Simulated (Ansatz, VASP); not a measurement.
# HgTe: VASP beside Ansatz

POSCAR

```
HgTe
1.0
    0.0000000000      3.2235000000      3.1267950000
    3.2235000000      0.0000000000      3.1267950000
    3.2235000000      3.2235000000      0.0000000000
Hg Te
1 1
Direct
    0.0000000000      0.0000000000      0.0000000000
    0.7500000000      0.7500000000      0.7500000000
```

The input INCAR.step1:

```
  PREC = Accurate
  ENCUT = 520
  ISMEAR = 0
  SIGMA = 0.15
  LREAL = False
  LASPH = True
  NELM = 60
  NBANDS = 16
  GGA = PE
  ALGO = Normal
  EDIFF = 1E-4
  LWAVE = True
  LCHARG = False
```

Contents of INCAR.step2:

```
  PREC = Accurate
  ENCUT = 520
  EDIFF = 1E-7
  ISMEAR = 0
  SIGMA = 0.15
  LREAL = False
  LASPH = True
  NELM = 60
  ALGO = Normal
  ISIF = 2
  LWAVE = False
  LCHARG = False
  METAGGA = R2SCAN
  LMIXTAU = True
  NBANDS = 16
  ISTART = 1
```

The input KPOINTS:

```
regular mesh
0
Gamma
  14 14 14
```

Input for Ansatz:

```yaml
crystal:
  lattice:
    - [0.0, 3.2235, 3.126795]
    - [3.2235, 0.0, 3.126795]
    - [3.2235, 3.2235, 0.0]
  atoms:
    - { symbol: Hg, position: [0.0, 0.0, 0.0] }
    - { symbol: Te, position: [0.75, 0.75, 0.75] }
basis:
  ecutwfc: 500
kpoints:
  mp_grid: { grid: [14, 14, 14] }
hamiltonian:
  xc: r2scan
scf:
  occupations: { method: gaussian, width: 0.15 }
output:
  forces: true
  stress: true
  eigenvalues: true
```

Change from the starting cell: strain +0.000 along x and y, -0.030 along z, atoms carried along.

Alike in both runs: task single point; functional r2SCAN; k mesh 14 × 14 × 14; occupations gaussian, width 0.15 eV; no spin polarisation.

|  | VASP | Ansatz |
| --- | --- | --- |
| version | VASP 6.6.1 | Ansatz 0.2.0 |
| potentials or method | VASP PAW PBE potentials, release 64 (Hg, Te), cutoff 520 eV | scalar-relativistic, plane waves, PAW |
| valence electrons in the cell | 18 | 36 |

|  | VASP | Ansatz | Ansatz less VASP |
| --- | --- | --- | --- |
| gap on the k mesh at the Fermi level (eV) | none | none | - |
| pressure (GPa) | 4.5 | 4.4 | -0.09 |
| traceless stress, the component that is largest in VASP (GPa) | 0.23 | 0.22 | -0.003 |

VASP's potentials were made for PBE, not for r2SCAN. A gap of «none» marks a metal or a gap that the smearing closes. VASP's potentials hold 18 valence electrons a cell and Ansatz's 36, so a difference there can come from the potentials and not from the codes.

Neither program's run includes spin-orbit coupling.
